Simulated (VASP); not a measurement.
# Ti3Si (P6_3/mmc) in VASP: further runs, part 2 of 2

VASP 6.6.1. Earlier steps stand in the parts before.

## (5) Single point, PBEsol (14.65 Å³/atom)

This run uses another cell than the first one, of 14.65 Å³/atom.

File INCAR:

```
SYSTEM = Ti3Si
PREC = Accurate ; ENCUT = 520
EDIFF = 1E-6 ; ISMEAR = 0
SIGMA = 0.1 ; LREAL = .FALSE.
LASPH = .TRUE. ; NELM = 80
ALGO = Fast ; ISIF = 2
LWAVE = .FALSE. ; LCHARG = .FALSE.
GGA = PS ; NBANDS = 50
```

File KPOINTS:

```
regular mesh
0
G
  6 6 8
  0 0 0
```

File POSCAR:

```
Ti3Si
1.0
    5.5243444764      0.0000000000      0.0000000000
   -2.7621722382      4.7842226558      0.0000000000
    0.0000000000      0.0000000000      4.4329276631
Ti Si
6 2
Direct
    0.3430302090      0.1715151045      0.7500000000
    0.8284848955      0.1715151045      0.7500000000
    0.8284848955      0.6569697910      0.7500000000
    0.6569697910      0.8284848955      0.2500000000
    0.1715151045      0.8284848955      0.2500000000
    0.1715151045      0.3430302090      0.2500000000
    0.3333333333      0.6666666667      0.7500000000
    0.6666666667      0.3333333333      0.2500000000
```

The run is started by

```
cat potpaw_PBE.64/Ti_sv/POTCAR potpaw_PBE.64/Si/POTCAR > POTCAR
mpirun -np 1 vasp_std > vasp.out
```

Run time: 5.6 min. Hardware: 1 thread of Intel Xeon 6975P-C (Granite Rapids), shared host; peak memory 0.33 GiB.

The run converged. Its results:

| Property | Result |
| --- | --- |
| Free energy | -65.6379 eV |
| Pressure | 4.5 GPa |
| Largest force | 0.011 eV/Å |
| Band gap on the k mesh | zero (bands 40 and 41 overlap by 0.38 eV) |

Forces in eV/Å, atoms in the order of the input:
```
Ti  -0.010 -0.006  0.000
Ti   0.010 -0.006  0.000
Ti   0.000  0.011  0.000
Ti   0.010  0.006  0.000
Ti  -0.010  0.006  0.000
Ti   0.000 -0.011  0.000
Si   0.000  0.000  0.000
Si   0.000  0.000  0.000
```

Levels at points of the mesh, in eV from the Fermi level:
```
           k point  band 36  band 37  band 38  band 39  band 40  band 41  band 42  band 43  band 44  band 45
(0.00, 0.00, 0.00)    -1.85    -1.47    -1.47    -0.64    -0.17     0.51     0.51     0.53     0.61     0.61
(0.50, 0.00, 0.00)    -1.16    -1.01    -0.70    -0.68     0.01     0.36     0.50     0.59     0.91     1.23
(0.00, 0.00, 0.50)    -1.43    -1.11    -1.11    -0.59    -0.59    -0.04    -0.04    -0.04    -0.04     1.67
(0.50, 0.00, 0.50)    -0.66    -0.55    -0.55    -0.30    -0.30     0.03     0.03     0.55     0.55     1.14
```

Caveat: the cell stands under pressure; the PAW data sets were made with another functional, which shifts forces and pressure a little.

## (6) Single point, PBEsol

This run uses another cell than the first one, of 15.10 Å³/atom.

File INCAR:

```
SYSTEM = Ti3Si
PREC = Accurate
ENCUT = 520
EDIFF = 1E-6
ISMEAR = 0
SIGMA = 0.1
LREAL = .FALSE.
LASPH = .TRUE.
NELM = 60
ALGO = Fast
ISIF = 2
LWAVE = .FALSE.
LCHARG = .FALSE.
GGA = PS
NBANDS = 50
```

KPOINTS is that of step 5.

File POSCAR:

```
Ti3Si
1.0
    5.5838061553      0.0000000000      0.0000000000
   -2.7919030777      4.8357179803      0.0000000000
    0.0000000000      0.0000000000      4.4732147398
Ti Si
6 2
Direct
    0.3431759308      0.1715879654      0.7500000000
    0.8284120346      0.1715879654      0.7500000000
    0.8284120346      0.6568240692      0.7500000000
    0.6568240692      0.8284120346      0.2500000000
    0.1715879654      0.8284120346      0.2500000000
    0.1715879654      0.3431759308      0.2500000000
    0.3333333333      0.6666666667      0.7500000000
    0.6666666667      0.3333333333      0.2500000000
```

Potentials or basis: VASP PAW PBE potentials, release 64 (Ti_sv, Si).

The run is started by

```
cat potpaw_PBE.64/Ti_sv/POTCAR potpaw_PBE.64/Si/POTCAR > POTCAR
mpirun -np 1 vasp_std > vasp.out
```

OUTCAR:

```text
SYSTEM = Ti3Si
   PREC = Accurate
   ENCUT = 520
   EDIFF = 1E-6
   ISMEAR = 0
   LREAL = .FALSE.
   LASPH = .TRUE.
   NELM = 60
   ISIF = 2
   GGA = PS

 ion  position               nearest neighbor table
   1  0.343  0.172  0.750-   3 2.71   2 2.71   8 2.73   8 2.73   5 2.79   5 2.79   6 2.79   6 2.79
                             7 2.79   7 2.79   3 2.87   2 2.87
   2  0.828  0.172  0.750-   1 2.71   3 2.71   8 2.73   8 2.73   6 2.79   6 2.79   4 2.79   4 2.79
                             7 2.79   7 2.79   1 2.87   3 2.87
   3  0.828  0.657  0.750-   1 2.71   2 2.71   8 2.73   8 2.73   5 2.79   5 2.79   4 2.79   4 2.79
                             7 2.79   7 2.79   1 2.87   2 2.87
[... 1499 lines left out ...]
  in kB       -0.8312709     -0.8312709     -0.6851670      0.0000000      0.0000000      0.0000000
  external PRESSURE =      -0.7825696 kB  Pullay stress =       0.0000000 kB

 VOLUME and BASIS-vectors are now :
 -----------------------------------------------------------------------------
  energy-cutoff  :      520.00
  volume of cell :      120.78
      direct lattice vectors                 reciprocal lattice vectors
     5.583806155  0.000000000  0.000000000     0.179089312  0.103397262  0.000000000
    -2.791903078  4.835717980  0.000000000     0.000000000  0.206794524  0.000000000
     0.000000000  0.000000000  4.473214740     0.000000000  0.000000000  0.223552872

 POSITION                                       TOTAL-FORCE (eV/Angst)
 -----------------------------------------------------------------------------------
      1.43717      0.82975      3.35491        -0.009752     -0.005630      0.000000
      4.14664      0.82975      3.35491         0.009752     -0.005630      0.000000
      2.79190      3.17622      3.35491        -0.000000      0.011260      0.000000
      1.35473      4.00597      1.11830         0.009752      0.005630      0.000000
     -1.35473      4.00597      1.11830        -0.009752      0.005630     -0.000000
     -0.00000      1.65950      1.11830         0.000000     -0.011260     -0.000000
     -0.00000      3.22381      3.35491         0.000000      0.000000      0.000000
      2.79190      1.61191      1.11830         0.000000      0.000000     -0.000000
 -----------------------------------------------------------------------------------
    total drift:                               -0.000000      0.000000     -0.000000

  FREE ENERGIE OF THE ION-ELECTRON SYSTEM (eV)
  ---------------------------------------------------
  free  energy   TOTEN  =       -65.6880848066 eV

  energy  without entropy=      -65.6529977373  energy(sigma->0) =      -65.67054127
```

stdout:

```text
POSCAR found type information on POSCAR TiSi
 POSCAR found :  2 types and       8 ions
 scaLAPACK will be used
 -----------------------------------------------------------------------------
|                                                                             |
|                                                                             |
[... 18 lines left out ...]
WARNING in EDDRMM: call to ZHEGV failed, returncode =   6  3     13
WARNING in EDDRMM: call to ZHEGV failed, returncode =   8  4     21
WARNING in EDDRMM: call to ZHEGV failed, returncode =   6  3     28
WARNING in EDDRMM: call to ZHEGV failed, returncode =   6  3     22
WARNING in EDDRMM: call to ZHEGV failed, returncode =   8  4     24
WARNING in EDDRMM: call to ZHEGV failed, returncode =   6  3     10
WARNING in EDDRMM: call to ZHEGV failed, returncode =   8  4     23
WARNING in EDDRMM: call to ZHEGV failed, returncode =   8  4     20
```

It took 6.2 min on 1 thread of Intel Xeon 6975P-C (Granite Rapids), shared host; peak memory 0.33 GiB.

What came out:

| Property | Result |
| --- | --- |
| Free energy | -65.6881 eV |
| Pressure | -0.1 GPa |
| Largest force | 0.011 eV/Å |
| Band gap on the k mesh | zero (bands 40 and 41 overlap by 0.36 eV) |

Forces on the atoms (eV/Å):
```
Ti  -0.010 -0.006  0.000
Ti   0.010 -0.006  0.000
Ti   0.000  0.011  0.000
Ti   0.010  0.006  0.000
Ti  -0.010  0.006  0.000
Ti   0.000 -0.011  0.000
Si   0.000  0.000  0.000
Si   0.000  0.000  0.000
```

Caveat: the PAW data sets were made with another functional, which shifts forces and pressure a little.

## (7) Summary

| cell | further INCAR settings | gap on the mesh (eV) | pressure (GPa) | largest force (eV/Å) |
| --- | --- | --- | --- | --- |
| a = 5.335, b = 5.335, c = 4.313 Å, angles 90.0, 90.0, 120.0°, 8 atoms | ALGO = Fast; EDIFF = 1e-06; NBANDS = 50 | none | 22.8 | 0.02 |
| a = 5.400, b = 5.400, c = 4.352 Å, angles 90.0, 90.0, 120.0°, 8 atoms | ALGO = Fast; EDIFF = 1e-07; NBANDS = 50 | none | 15.8 | 0.02 |
| a = 5.463, b = 5.463, c = 4.393 Å, angles 90.0, 90.0, 120.0°, 8 atoms | ALGO = Fast; EDIFF = 1e-06; NBANDS = 50 | none | 9.7 | 0.01 |
| a = 5.524, b = 5.524, c = 4.433 Å, angles 90.0, 90.0, 120.0°, 8 atoms | ALGO = Fast; EDIFF = 1e-06; NBANDS = 50 | none | 4.5 | 0.01 |
| a = 5.584, b = 5.584, c = 4.473 Å, angles 90.0, 90.0, 120.0°, 8 atoms | ALGO = Fast; EDIFF = 1e-06; NBANDS = 50 | none | -0.1 | 0.01 |

Alike in all rows: task single point; level PBEsol; potentials or basis VASP PAW PBE potentials, release 64 (Ti_sv, Si); no spin polarisation; k mesh 6 × 6 × 8; cutoff (eV) 520; smearing gaussian 0.1 eV.

Caveats: the PAW data sets were made with another functional, which shifts forces and pressure a little; the cell stands under pressure (at least some runs).

Total energies depend on the potentials used, so only differences within one code and one set of settings carry meaning.
